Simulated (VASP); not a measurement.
The system is Ga.

```
CELL_PARAMETERS angstrom
2.26150 -3.83050 0.00000
2.26150 3.83050 0.00000
0.00000 0.00000 4.52400
ATOMIC_POSITIONS crystal
Ga 0.84510 0.15490 0.08100
Ga 0.65490 0.34510 0.58100
Ga 0.15490 0.84510 0.91900
Ga 0.34510 0.65490 0.41900
```

| Property | Result |
| --- | --- |
| Program | VASP 6.6.1 |
| Task | relaxation of cell and atoms |
| Functional | r2SCAN |
| Potentials or basis | VASP PAW PBE potentials, release 64 (Ga_d) |
| Cutoff | 600 eV |
| k mesh | 5 × 5 × 5 |
| Occupations | gaussian, width 0.02 eV |
| Spin | no spin polarisation |

At the start: pressure -1.3 GPa; volume 19.59 Å³/atom.

Task: Where does the relaxation end?

Result: Over 10 steps the energy falls by 3.0 meV/atom and the volume is 19.15 Å³/atom (-2.3 %); space group Cmce (No. 64, to 0.1 Å) before and after.

The path:
```tsv
step	energy change (eV)	largest force (eV/Å)	pressure (GPa)	volume (Å³)
1	0.0000	0.1284	-1.33	78.38
2	-0.0105	0.0482	0.08	76.54
3	-0.0105	0.0467	0.03	76.54
4	-0.0110	0.0365	0.03	76.57
5	-0.0113	0.0366	-0.02	76.61
6	-0.0113	0.0397	-0.02	76.62
7	-0.0117	0.0229	-0.03	76.62
8	-0.0117	0.0399	0.00	76.62
9	-0.0119	0.0186	-0.02	76.62
10	-0.0121	0.0041	0.02	76.58
```

Final structure:
```xyz
4
Lattice="2.2517 -3.7960 0.0000 2.2517 3.7960 0.0000 0.0000 0.0000 4.4798" Properties=species:S:1:pos:R:3 pbc="T T T"
Ga    2.2517   -2.6155    0.3816
Ga    2.2517   -1.1804    2.6215
Ga    2.2517    2.6155    4.0981
Ga    2.2517    1.1804    1.8582
```

Caveat: the PAW data sets were made with another functional, which shifts forces and pressure a little.
